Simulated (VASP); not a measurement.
# InW2 (P6/mmm) in VASP: a series of runs, part 2 of 2

VASP 6.6.1. The steps go on from the part before.

### 4 Single point, r2SCAN

This run uses another cell than the first one, of 17.69 Å³/atom, 0.990 times its volume.

File POSCAR:

```
InW2
1.0
    4.6753868931      0.0000000000      0.0000000000
   -2.3376934466      4.0490038220      0.0000000000
    0.0000000000      0.0000000000      2.8028171831
In W
1 2
Direct
    0.0000000000      0.0000000000      0.0000000000
    0.3333333333      0.6666666667      0.5000000000
    0.6666666667      0.3333333333      0.5000000000
```

File INCAR.step1:

```
SYSTEM = InW2
ALGO = Normal ; EDIFF = 1E-4
ENCUT = 520 ; GGA = PE
ISMEAR = 0 ; LASPH = .TRUE.
LCHARG = .FALSE. ; LREAL = .FALSE.
LWAVE = .TRUE. ; NBANDS = 28
NELM = 100 ; PREC = Accurate
SIGMA = 0.1
```

File INCAR.step2:

```
SYSTEM = InW2
ALGO = Normal ; EDIFF = 1E-7
ENCUT = 520 ; ISIF = 2
ISMEAR = 0 ; ISTART = 1
LASPH = .TRUE. ; LCHARG = .TRUE.
LELF = .TRUE. ; LMIXTAU = .TRUE.
LREAL = .FALSE. ; LVHAR = .TRUE.
LWAVE = .FALSE. ; METAGGA = R2SCAN
NBANDS = 28 ; NELM = 100
PREC = Accurate ; SIGMA = 0.1
```

File KPOINTS:

```
k-points
0
G
  12 12 16
  0 0 0
```

Potentials or basis: VASP PAW PBE potentials, release 64 (In_d, W_sv).

On the command line:

```bash
cat potpaw_PBE.64/In_d/POTCAR potpaw_PBE.64/W_sv/POTCAR > POTCAR
cp INCAR.step1 INCAR
mpirun -np 1 vasp_std > vasp.out
cp INCAR.step2 INCAR
mpirun -np 1 vasp_std > vasp.out
```

OUTCAR:

```text
SYSTEM = InW2
   EDIFF = 1E-7
   ENCUT = 520
   ISIF = 2
   ISMEAR = 0
   ISTART = 1
   LASPH = .TRUE.
   LREAL = .FALSE.
   METAGGA = R2SCAN
   NELM = 100
   PREC = Accurate

 ion  position               nearest neighbor table
   1  0.000  0.000  0.000-   2 3.04   3 3.04   2 3.04   3 3.04   3 3.04   3 3.04   2 3.04   2 3.04
                             3 3.04   3 3.04   2 3.04   2 3.04
   2  0.333  0.667  0.500-   3 2.70   3 2.70   3 2.70   1 3.04   1 3.04   1 3.04   1 3.04   1 3.04
                             1 3.04
   3  0.667  0.333  0.500-   2 2.70   2 2.70   2 2.70   1 3.04   1 3.04   1 3.04   1 3.04   1 3.04
[... 938 lines left out ...]
     28      19.4291      0.00000

 [... further k-points ...]
[... 5 lines left out ...]
  --------------------------------------------------------------------------------------
  -------------------------------------------------------------------------------------
  Total        0.2242393      0.2242393      0.2418154     -0.0000000      0.0000000      0.0000000
  in kB        6.7711402      6.7711402      7.3018703     -0.0000000      0.0000000      0.0000000
  external PRESSURE =       6.9480502 kB  Pullay stress =       0.0000000 kB

 VOLUME and BASIS-vectors are now :
 -----------------------------------------------------------------------------
  energy-cutoff  :      520.00
  volume of cell :       53.06
      direct lattice vectors                 reciprocal lattice vectors
     4.675386893  0.000000000  0.000000000     0.213886043  0.123487164  0.000000000
    -2.337693447  4.049003822  0.000000000     0.000000000  0.246974328  0.000000000
     0.000000000  0.000000000  2.802817183     0.000000000  0.000000000  0.356783884

 POSITION                                       TOTAL-FORCE (eV/Angst)
 -----------------------------------------------------------------------------------
      0.00000      0.00000      0.00000         0.000000      0.000000      0.000000
     -0.00000      2.69934      1.40141         0.000000      0.000000     -0.000000
      2.33769      1.34967      1.40141        -0.000000     -0.000000      0.000000
 -----------------------------------------------------------------------------------
    total drift:                                0.000000      0.000000     -0.000000

  FREE ENERGIE OF THE ION-ELECTRON SYSTEM (eV)
  ---------------------------------------------------
  free  energy   TOTEN  =      -123.0793578263 eV

  energy  without entropy=     -123.0698996941  energy(sigma->0) =     -123.07462876
```

OUTCAR.step1:

```text
SYSTEM = InW2
   EDIFF = 1E-4
   ENCUT = 520
   GGA = PE
   ISMEAR = 0
   LASPH = .TRUE.
   LREAL = .FALSE.
   NELM = 100
[... 971 lines left out ...]
      0.00000      0.00000      0.00000         0.000000      0.000000      0.000000
     -0.00000      2.69934      1.40141         0.000000     -0.000000     -0.000000
      2.33769      1.34967      1.40141        -0.000000      0.000000      0.000000
 -----------------------------------------------------------------------------------
    total drift:                                0.000000      0.000000     -0.000000

  FREE ENERGIE OF THE ION-ELECTRON SYSTEM (eV)
  ---------------------------------------------------
  free  energy   TOTEN  =       -26.1839235961 eV

  energy  without entropy=      -26.1732054180  energy(sigma->0) =      -26.17856451
```

OSZICAR.step1:

```text
N       E                     dE             d eps       ncg     rms          rms(c)
DAV:   1     0.461214136795E+03    0.46121E+03   -0.22610E+04  9888   0.191E+03
DAV:   2     0.184297150786E+01   -0.45937E+03   -0.44976E+03  9880   0.531E+02
DAV:   3    -0.261533516857E+02   -0.27996E+02   -0.26884E+02 11264   0.134E+02
DAV:   4    -0.271291635329E+02   -0.97581E+00   -0.96407E+00 12208   0.232E+01
DAV:   5    -0.271542824209E+02   -0.25119E-01   -0.25104E-01 12552   0.363E+00    0.238E+01
DAV:   6    -0.263746844573E+02    0.77960E+00   -0.11947E+00 11544   0.104E+01    0.976E+00
DAV:   7    -0.261944115015E+02    0.18027E+00   -0.46697E-01 12104   0.672E+00    0.107E+00
DAV:   8    -0.261841937064E+02    0.10218E-01   -0.24116E-02 11088   0.136E+00    0.320E-01
DAV:   9    -0.261839172263E+02    0.27648E-03   -0.14419E-03 12976   0.413E-01    0.130E-01
DAV:  10    -0.261839235961E+02   -0.63699E-05   -0.69229E-05  6312   0.111E-01
   1 F= -.26183924E+02 E0= -.26178565E+02  d E =-.107182E-01
```

Wall time 8.8 min (1 thread of Intel Xeon 6975P-C, shared host); peak memory 0.35 GiB.

Results:

| Property | Result |
| --- | --- |
| Free energy | -123.0794 eV |
| Pressure | 0.7 GPa |

Levels at points of the mesh, in eV from the Fermi level:
```tsv
k point	band 16	band 17	band 18	band 19	band 20	band 21	band 22	band 23	band 24	band 25
(0.00, 0.00, 0.00)	-4.24	-4.24	-3.37	-1.68	-1.68	1.08	1.08	1.25	3.31	3.31
(0.50, 0.00, 0.00)	-4.73	-3.63	-3.46	-2.86	-1.80	0.87	1.14	1.58	2.55	2.75
(0.00, 0.00, 0.50)	-3.71	-3.71	-1.80	-1.80	-0.70	-0.70	-0.37	-0.37	2.83	5.52
(0.50, 0.00, 0.50)	-4.55	-3.42	-2.84	-2.20	-1.92	0.50	2.29	2.43	2.44	3.98
```

Caveat: the PAW data sets were made with another functional, which shifts forces and pressure a little; spin-orbit coupling is left out, which moves the levels of the heavy elements.

### 5 Overview

```tsv
task	cell	k mesh	cutoff (eV)	gap on the mesh (eV)	pressure (GPa)
single point	a = 4.666, b = 4.666, c = 2.843 Å, angles 90.0, 90.0, 120.0°, 3 atoms	6 × 6 × 4	520	none	0.6
relaxation of cell and atoms	relaxed from a = 3.835, b = 3.835, c = 4.141 Å, angles 90.0, 90.0, 120.0°, 3 atoms	6 × 6 × 4	600	none	0.1
single point	a = 4.675, b = 4.675, c = 2.803 Å, angles 90.0, 90.0, 120.0°, 3 atoms	12 × 12 × 16	520	none	0.7
```

Alike in all rows: level r2SCAN; potentials or basis VASP PAW PBE potentials, release 64 (In_d, W_sv); no spin polarisation; smearing gaussian 0.1 eV.

Caveats: some runs use coarse meshes; the PAW data sets were made with another functional, which shifts forces and pressure a little; spin-orbit coupling is left out, which moves the levels of the heavy elements.

Absolute energies hang on the potentials; compare differences alone.
